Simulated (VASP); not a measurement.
A run of VASP 6.6.1 is set up as follows.

The input INCAR:

```
SYSTEM = Fe
ALGO     = Normal         ! electronic algorithm
EDIFF    = 1E-6           ! SCF threshold, eV
ENCUT    = 520            ! plane-wave cutoff, eV
GGA      = PE             ! functional
ISIF     = 2              ! what is computed and relaxed
ISMEAR   = -1             ! smearing method
ISPIN    = 2              ! spin polarisation
IVDW     = 12             ! dispersion correction
LASPH    = .True.         ! aspherical terms in the spheres
LCHARG   = .False.        ! write CHGCAR
LMAXMIX  = 4              ! l up to which the mixer works
LORBIT   = 11             ! projections on sites
LREAL    = .False.        ! projectors in reciprocal space
LWAVE    = .False.        ! write WAVECAR
MAGMOM   = 0              ! initial moments
NBANDS   = 14             ! bands
NELM     = 150            ! most SCF steps
NUPDOWN  = 0.0            ! fixed moment
PREC     = Accurate       ! precision mode
SIGMA    = 0.15           ! smearing width, eV
```

File KPOINTS:

```
k-points
0
Gamma
  9 9 9
  0 0 0
```

File POSCAR:

```
Fe
1.0
   -1.4430000000      1.4430000000      1.4430000000
    1.4430000000     -1.4430000000      1.4430000000
    1.4430000000      1.4430000000     -1.4430000000
Fe
1
Direct
    0.0000000000      0.0000000000      0.0000000000
```

Potentials or basis: VASP PAW PBE potentials, release 64 (Fe).

Launch:

```sh
$ cat potpaw_PBE.64/Fe/POTCAR > POTCAR
$ mpirun -np 1 vasp_std > vasp.out
```

(1) What does it give for the pressure?

(2) Predict the dispersion energy per atom.

Results:

(1) -28.9 GPa.

(2) -0.337 eV.

Caveat: three body term missing; the total moment is fixed, so each spin has its own Fermi level.
